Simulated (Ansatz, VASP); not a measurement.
Pt: VASP beside Ansatz

```xyz
1
Lattice="0.0000 1.9579 1.9579 1.9579 0.0000 1.9579 1.9579 1.9579 0.0000" Properties=species:S:1:pos:R:3 pbc="T T T"
Pt    0.0000    0.0000    0.0000
```

Alike in both runs: task single point; functional PBE; k mesh 8 × 8 × 8; occupations gaussian, width 0.1 eV; no spin polarisation.

```csv
,VASP,Ansatz
version,VASP 6.6.1,Ansatz 0.2.0
potentials or method,"VASP PAW PBE potentials, release 64 (Pt), cutoff 520 eV","scalar-relativistic, plane waves, PAW"
valence electrons in the cell,10,18
```

Ansatz gave:

- gap on the k mesh at the Fermi level (eV): none
- pressure (GPa): 10.8

Problem. Estimate VASP's values.

Solution. gap on the k mesh at the Fermi level (eV): none; pressure (GPa): 10.3.

A gap of «none» marks a metal or a gap that the smearing closes. The functional is the same, so the differences come from potentials, cutoffs and numerics. VASP's potentials hold 10 valence electrons a cell and Ansatz's 18, so a difference there can come from the potentials and not from the codes.

Spin-orbit coupling is off throughout.
